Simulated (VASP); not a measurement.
Write the native input for VASP 6.6.1 that does the following.

| Item | Value |
| --- | --- |
| Task | single point |
| Functional | PBE |
| Potentials or basis | VASP PAW PBE potentials, release 64 (Cd, S) |
| Cutoff | 500 eV |
| k mesh | 4 × 4 × 4 |
| Occupations | gaussian, width 0.01 eV |
| Spin | no spin polarisation |
| Dipole correction | no |
| Further INCAR settings | ALGO = Normal; EDIFF = 1e-06; NBANDS = 16 |

The structure of CdS lies in POSCAR:

```
CdS
1.0
    0.0000000000      2.9670733100      2.9670733100
    2.9670733100      0.0000000000      2.9670733100
    2.9670733100      2.9670733100      0.0000000000
Cd S
1 1
Direct
    0.0000000000      0.0000000000      0.0000000000
    0.2500000000      0.2500000000      0.2500000000
```

These files were run (other wordings do the same):

INCAR

```
SYSTEM = CdS
ALGO = Normal ; EDIFF = 1E-6
ENCUT = 500 ; GGA = PE
GGA_COMPAT = .False. ; ISIF = 2
ISMEAR = 0 ; LASPH = .True.
LCHARG = .False. ; LREAL = .False.
LWAVE = .False. ; NBANDS = 16
NELM = 120 ; PREC = Accurate
SIGMA = 0.01
```

KPOINTS

```
k-points
0
Gamma
  4 4 4
  0 0 0
```

Potentials or basis: VASP PAW PBE potentials, release 64 (Cd, S).

Command:

```bash
$ cat potpaw_PBE.64/Cd/POTCAR potpaw_PBE.64/S/POTCAR > POTCAR
$ mpirun -np 1 vasp_std > vasp.out
```

Results of the run:

```yaml
Pressure: 0.2 GPa
Band_gap_on_the_k_mesh: 1.02 eV, direct
```

Caveat: the k points lie up to 0.46 Å⁻¹ apart.

Run time: 15 s on 1 thread of AMD EPYC 7R13 Processor (Zen 3) (shared host), peak memory 0.14 GiB.
